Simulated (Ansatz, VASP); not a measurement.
# GdN in VASP and in Ansatz

```xyz
2
Lattice="3.3264 0.0000 0.0000 -1.6632 2.8807 0.0000 0.0000 0.0000 3.2464" Properties=species:S:1:pos:R:3 pbc="T T T"
Gd    0.0000    0.0000    0.0000
N     1.6632    0.9602    1.6232
```

Alike in both runs: task single point; functional r2SCAN; k mesh 7 × 7 × 6; occupations gaussian, width 0.05 eV; collinear spin; Hubbard terms Gd f U = 3.0 eV.

```csv
,VASP,Ansatz
version,VASP 6.6.1,Ansatz 0.2.0
potentials or method,"VASP PAW PBE potentials, release 64 (Gd, N), cutoff 520 eV","scalar-relativistic, plane waves, PAW"
valence electrons in the cell,23,23
```

Ansatz gave:

```
gap on the k mesh at the Fermi level (eV)                     : 0.19
least direct gap on the mesh (eV)                             : 0.33
pressure (GPa)                                                : -2.9
traceless stress, the component that is largest in VASP (GPa) : -20.11
net moment per atom (μB)                                      : 3.50
size of the moment on the site where the two differ most (μB) : 6.96
```

What did VASP give for the same quantities?

gap on the k mesh at the Fermi level (eV): 0.24; least direct gap on the mesh (eV): 0.38; pressure (GPa): -2.9; traceless stress, the component that is largest in VASP (GPa): -20.11; net moment per atom (μB): 3.50; size of the moment on the site where the two differ most (μB): 6.82.

VASP's potentials were made for PBE, not for r2SCAN. Site moments also hang on the region over which each program counts them. The programs project onto different local orbitals, so the same U acts differently, and such runs can settle in different states. Ansatz's warnings: specified occupation not kept, stability check not made, symmetry narrowed by occupation matrices.

Neither program's run includes spin-orbit coupling.
